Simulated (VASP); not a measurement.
# ZnO (Pm-3m) in VASP: electric field gradients with PBE

Aim: the electric field gradients of ZnO with PBE.

All numbers are computed with VASP 6.6.1; they aren't measurements. Logs are shortened: lines on timing, memory, paths and dates and some standing lists are left out, and cuts for length are marked.

### Step 1. The cell of the first run

The structure is cubic, space group Pm-3m (No. 221). Conventional cell: a = 2.688 Å, b = 2.688 Å, c = 2.688 Å, α = 90.00°, β = 90.00°, γ = 90.00°. Zn (site symmetry m-3m) has 8 O at 2.33 Å and 6 Zn at 2.69 Å within 3.1 Å. O (site symmetry m-3m) has 8 Zn at 2.33 Å and 6 O at 2.69 Å within 3.1 Å.

### Step 2. Electric field gradients, PBE

Input file INCAR:

```
SYSTEM = ZnO
PREC = Accurate
ENCUT = 520
EDIFF = 1E-8
ISMEAR = -1
SIGMA = 0.05
LREAL = .False.
LASPH = .True.
NELM = 60
ALGO = Normal
ISIF = 2
LWAVE = .False.
LCHARG = .False.
GGA = PE
LEFG = .True.
NBANDS = 16
```

Input file KPOINTS:

```
Automatic mesh
0
Gamma
  10 10 10
  0 0 0
```

Input file POSCAR:

```
ZnO
1.0
    2.6882100000      0.0000000000      0.0000000000
    0.0000000000      2.6882100000      0.0000000000
    0.0000000000      0.0000000000      2.6882100000
Zn O
1 1
Direct
    0.0000000000      0.0000000000      0.0000000000
    0.5000000000      0.5000000000      0.5000000000
```

Potentials or basis: VASP PAW PBE potentials, release 64 (Zn, O).

Run with:

```
$ cat potpaw_PBE.64/Zn/POTCAR potpaw_PBE.64/O/POTCAR > POTCAR
$ mpirun -np 1 vasp_std > vasp.out
```

OUTCAR:

```text
SYSTEM = ZnO
   PREC = Accurate
   ENCUT = 520
   EDIFF = 1E-8
   ISMEAR = -1
   LREAL = .False.
   LASPH = .True.
   NELM = 60
   ISIF = 2
   GGA = PE

 ion  position               nearest neighbor table
   1  0.000  0.000  0.000-   2 2.33   2 2.33   2 2.33   2 2.33   2 2.33   2 2.33   2 2.33   2 2.33

   2  0.500  0.500  0.500-   1 2.33   1 2.33   1 2.33   1 2.33   1 2.33   1 2.33   1 2.33   1 2.33

  LATTYP: Found a simple cubic cell.
 ALAT       =     2.6882100000

  Lattice vectors:

 A1 = (   2.6882100000,   0.0000000000,   0.0000000000)
 A2 = (   0.0000000000,   2.6882100000,   0.0000000000)
 A3 = (   0.0000000000,   0.0000000000,   2.6882100000)

Analysis of symmetry for initial positions (statically):
=====================================================================
 Subroutine PRICEL returns:
 Original cell was already a primitive cell.

 Routine SETGRP: Setting up the symmetry group for a
 simple cubic supercell.

 Subroutine GETGRP returns: Found 48 space group operations
 (whereof 48 operations were pure point group operations)
 out of a pool of 48 trial point group operations.

The static configuration has the point symmetry O_h .

Analysis of symmetry for dynamics (positions and initial velocities):
=====================================================================
 Subroutine PRICEL returns:
 Original cell was already a primitive cell.

 Routine SETGRP: Setting up the symmetry group for a
 simple cubic supercell.

 Subroutine GETGRP returns: Found 48 space group operations
 (whereof 48 operations were pure point group operations)
 out of a pool of 48 trial point group operations.

The dynamic configuration has the point symmetry O_h .

 Subroutine INISYM returns: Found 48 space group operations
 (whereof 48 operations are pure point group operations),
 and found     1 'primitive' translations

----------------------------------------------------------------------------------------

                                     Primitive cell

  volume of cell :      19.4263

  direct lattice vectors                    reciprocal lattice vectors
     2.688210000  0.000000000  0.000000000     0.371994747  0.000000000  0.000000000
     0.000000000  2.688210000  0.000000000     0.000000000  0.371994747  0.000000000
[... 116 lines left out ...]
 non-spin polarized calculation
  energy-cutoff  :      520.00
  volume of cell :       19.43
 maximum number of plane-waves:       552
 NGX is ok and might be reduce to    20
   NGX =  9   NGY =  9   NGZ =  9

 number of electron      18.0000023 magnetization

 Free energy of the ion-electron system (eV)
  ---------------------------------------------------
  ext. energy  EPLUGINS =         0.00000000
  ---------------------------------------------------
  free energy    TOTEN  =        -7.49299161 eV

  energy without entropy =       -7.49237467  energy(sigma->0) =       -7.49268314

 E-fermi :   3.2954     XC(G=0): -12.5009

 val. band max:        3.1235342707   @ k =   0.5000   0.0000   0.0000
 cond. band min:       3.5381439607   @ k =   0.1000   0.0000   0.0000
 fundamental gap:      0.4146096900
 Fermi energy:         3.2954021038

 k-point     1 :       0.0000    0.0000    0.0000
  band No.  band energies     occupation
      1     -15.3352      2.00000
      2      -3.3135      2.00000
      3      -3.3135      2.00000
      4      -2.2235      2.00000
      5      -2.2235      2.00000
      6      -2.2235      2.00000
[... 433 lines left out ...]
      3      -3.1671      2.00000
      4      -2.6909      2.00000
      5      -2.5957      2.00000
      6      -2.2825      2.00000
[... 8 lines left out ...]
     15      26.9434      0.00000
     16      27.0636      0.00000

 [... further k-points ...]
[... 5 lines left out ...]
  --------------------------------------------------------------------------------------
  -------------------------------------------------------------------------------------
  Total        0.0757649      0.0757649      0.0757649     -0.0000000     -0.0000000      0.0000000
  in kB        6.2486879      6.2486879      6.2486879     -0.0000000     -0.0000000      0.0000000
  external PRESSURE =       6.2486879 kB  Pullay stress =       0.0000000 kB

 VOLUME and BASIS-vectors are now :
 -----------------------------------------------------------------------------
  energy-cutoff  :      520.00
  volume of cell :       19.43
      direct lattice vectors                 reciprocal lattice vectors
     2.688210000  0.000000000  0.000000000     0.371994747  0.000000000  0.000000000
     0.000000000  2.688210000  0.000000000     0.000000000  0.371994747  0.000000000
     0.000000000  0.000000000  2.688210000     0.000000000  0.000000000  0.371994747

 POSITION                                       TOTAL-FORCE (eV/Angst)
 -----------------------------------------------------------------------------------
      0.00000      0.00000      0.00000         0.000000      0.000000      0.000000
      1.34411      1.34411      1.34411         0.000000      0.000000      0.000000
 -----------------------------------------------------------------------------------
    total drift:                                0.000000      0.000000      0.000000

  FREE ENERGIE OF THE ION-ELECTRON SYSTEM (eV)
  ---------------------------------------------------
  free  energy   TOTEN  =        -7.4929916075 eV

  energy  without entropy=       -7.4923746749  energy(sigma->0) =       -7.49268314

 Electric field gradients (V/A^2)
---------------------------------------------------------------------
 ion       V_xx      V_yy      V_zz      V_xy      V_xz      V_yz
---------------------------------------------------------------------
   1      -0.000     0.000     0.000    -0.000     0.000     0.000
   2      -0.000    -0.000    -0.000     0.000    -0.000     0.000
---------------------------------------------------------------------

 Electric field gradients after diagonalization (V/A^2)
 (convention: |V_zz| > |V_xx| > |V_yy|)
----------------------------------------------------------------------
 ion       V_xx      V_yy      V_zz     asymmetry (V_yy - V_xx)/ V_zz
----------------------------------------------------------------------
   1       0.000     0.000    -0.000       0.075
   2      -0.000    -0.000    -0.000      -0.053
----------------------------------------------------------------------

           NMR quadrupolar parameters

 Cq : quadrupolar parameter    Cq=e*Q*V_zz/h
 eta: asymmetry parameters     (V_yy - V_xx)/ V_zz
 Q  : nuclear electric quadrupole moment in mb (millibarn)
----------------------------------------------------------------------
 ion       Cq(MHz)       eta       Q (mb)
----------------------------------------------------------------------
   1      -0.000       0.075       1.000
   2      -0.000      -0.053       1.000
----------------------------------------------------------------------
```

OSZICAR:

```text
N       E                     dE             d eps       ncg     rms          rms(c)
DAV:   1     0.878758980282E+02    0.87876E+02   -0.96389E+03  1888   0.172E+03
DAV:   2    -0.502737608074E+01   -0.92903E+02   -0.84204E+02  2064   0.293E+02
DAV:   3    -0.925183668360E+01   -0.42245E+01   -0.42122E+01  1976   0.623E+01
DAV:   4    -0.926921844028E+01   -0.17382E-01   -0.17381E-01  2104   0.401E+00
DAV:   5    -0.926927255353E+01   -0.54113E-04   -0.54113E-04  2040   0.205E-01    0.835E+00
DAV:   6    -0.755723392106E+01    0.17120E+01   -0.30972E+00  2408   0.639E+01    0.578E+00
DAV:   7    -0.752508363076E+01    0.32150E-01   -0.60011E-01  1864   0.121E+01    0.295E+00
DAV:   8    -0.749595097826E+01    0.29133E-01   -0.88943E-02  1872   0.266E+00    0.571E-01
DAV:   9    -0.749295263364E+01    0.29983E-02   -0.40253E-03  2536   0.117E+00    0.105E-01
DAV:  10    -0.749297821955E+01   -0.25586E-04   -0.77167E-04  1840   0.235E-01    0.584E-02
DAV:  11    -0.749299327953E+01   -0.15060E-04   -0.27216E-05  2008   0.524E-02    0.724E-03
DAV:  12    -0.749299178670E+01    0.14928E-05   -0.19201E-06  2400   0.179E-02    0.179E-03
DAV:  13    -0.749299165743E+01    0.12927E-06   -0.18856E-07  2008   0.383E-03    0.104E-03
DAV:  14    -0.749299161565E+01    0.41779E-07   -0.16034E-08  1680   0.121E-03    0.201E-04
DAV:  15    -0.749299160754E+01    0.81068E-08   -0.70329E-10  1088   0.314E-04
   1 F= -.74929916E+01 E0= -.74926831E+01  d E =-.616933E-03
```

It took 6.2 s on 1 thread of Intel Xeon 6975P-C (Granite Rapids), shared host; peak memory 0.13 GiB.

What came out:

- Free energy: -7.4930 eV
- Pressure: 0.6 GPa
- Band gap on the k mesh: zero (band 9 reaches 3.12 eV, above the bottom of band 10 at 2.27 eV)

Caveat: without QUAD_EFG the Cq values of the log hold for a quadrupole moment of 1 mb, not for the nuclei.
